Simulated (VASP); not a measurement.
# Te: single point with PBE

Crystal: Te.

```xyz
3
Lattice="4.4580 0.0000 0.0000 -2.2290 3.8607 0.0000 0.0000 0.0000 5.9250" Properties=species:S:1:pos:R:3 pbc="T T T"
Te    3.3212    0.0000    1.9750
Te   -1.6606    2.8763    3.9500
Te    0.5684    0.9845    0.0000
```

```yaml
Program: VASP 6.6.1
Task: single point
Functional: PBE
Potentials_or_basis: VASP PAW PBE potentials, release 64 (Te)
Cutoff: 520 eV
k_mesh: 6 × 6 × 4
Occupations: gaussian, width 0.1 eV
Spin: no spin polarisation
Dipole_correction: no
Further_INCAR_settings: ALGO = Normal; EDIFF = 1e-07; NBANDS = 16
```

The pressure is 3.2 GPa. The largest force is 0.629 eV/Å and the band gap on the k mesh is 0.14 eV, direct.

Forces on the atoms (eV/Å):
```
Te  -0.629  0.000  0.000
Te   0.315 -0.545  0.000
Te   0.315  0.545  0.000
```

Stress tensor (GPa, compression positive):
```
2.82 0.00 0.00
0.00 2.82 0.00
0.00 0.00 3.95
```

Levels at points of the mesh, in eV from the valence-band top:
```
           k point  band 6  band 7  band 8  band 9  band 10  band 11  band 12  band 13
(0.00, 0.00, 0.00)   -2.85   -1.64   -1.64   -0.61     1.10     1.10     1.79     4.91
(0.50, 0.00, 0.00)   -3.45   -3.41   -1.25   -0.89     1.07     1.25     3.18     3.86
(0.00, 0.00, 0.50)   -2.66   -1.36   -1.09   -1.09     0.64     0.79     0.79     4.05
(0.50, 0.00, 0.50)   -3.69   -2.30   -1.96   -0.22     0.82     1.96     2.62     4.60
```

Wall time 42 s on 1 thread of Oxide Virtual Turin-like Processor, with other jobs on the host, peak memory 0.2 GiB.

Caveat: spin-orbit coupling is left out, which moves the levels of the heavy elements. A k mesh can miss the band edges.
